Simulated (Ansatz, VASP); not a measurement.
## MgS: VASP beside Ansatz

Contents of INCAR:

```
PREC = Accurate ; ENCUT = 520
EDIFF = 1E-6 ; ISMEAR = 1
SIGMA = 0.01 ; LREAL = False
LASPH = True ; NELM = 60
ALGO = Normal ; ISIF = 2
LWAVE = False ; LCHARG = True
GGA = PS ; LELF = True
LVHAR = True ; NBANDS = 16
```

Contents of KPOINTS:

```
regular mesh
0
Gamma
  5 5 3
```

Contents of POSCAR:

```
MgS
1.0
    3.9522577059      0.0000000000      0.0000000000
   -1.9761288530      3.4227620266      0.0000000000
    0.0000000000      0.0000000000      6.3009819312
Mg S
2 2
Direct
    0.6666666667      0.3333333333      0.4957500000
    0.3333333333      0.6666666667      0.9957500000
    0.3333333333      0.6666666667      0.3792400000
    0.6666666667      0.3333333333      0.8792400000
```

Input for Ansatz:

```yaml
crystal:
  lattice:
    - [3.952257705945979, 0.0, 0.0]
    - [-1.9761288529729895, 3.4227620266019563, 0.0]
    - [0.0, 0.0, 6.3009819312300195]
  atoms:
    - { symbol: Mg, position: [0.6666666666666666, 0.3333333333333333, 0.49575] }
    - { symbol: Mg, position: [0.3333333333333333, 0.6666666666666666, 0.99575] }
    - { symbol: S, position: [0.3333333333333333, 0.6666666666666666, 0.37924] }
    - { symbol: S, position: [0.6666666666666666, 0.3333333333333333, 0.87924] }
basis:
  ecutwfc: 500.0
kpoints:
  mp_grid:
    grid: [5, 5, 3]
hamiltonian:
  xc: pbesol
scf:
  convergence:
    dr2_threshold: 1.0e-07
  occupations:
    method: methfessel_paxton
    width: 0.01
output:
  stress: true
```

Alike in both runs: task single point; functional PBEsol; k mesh 5 × 5 × 3; occupations methfessel-paxton of order 1, width 0.01 eV; no spin polarisation.

|  | VASP | Ansatz |
| --- | --- | --- |
| version | VASP 6.6.1 | Ansatz 0.2.0 |
| potentials or method | VASP PAW PBE potentials, release 64 (Mg, S), cutoff 520 eV | plane waves, PAW |
| valence electrons in the cell | 16 | 32 |

```tsv
	VASP	Ansatz	Ansatz less VASP
pressure (GPa)	3.6	3.7	+0.06
traceless stress, the component that is largest in VASP (GPa)	-0.44	-0.45	-0.001
```

VASP's potentials were made for PBE, not for PBEsol. VASP's potentials hold 16 valence electrons a cell and Ansatz's 32, so a difference there can come from the potentials and not from the codes. Ansatz's warnings: stress scf threshold loose, structure snapped to symmetry.
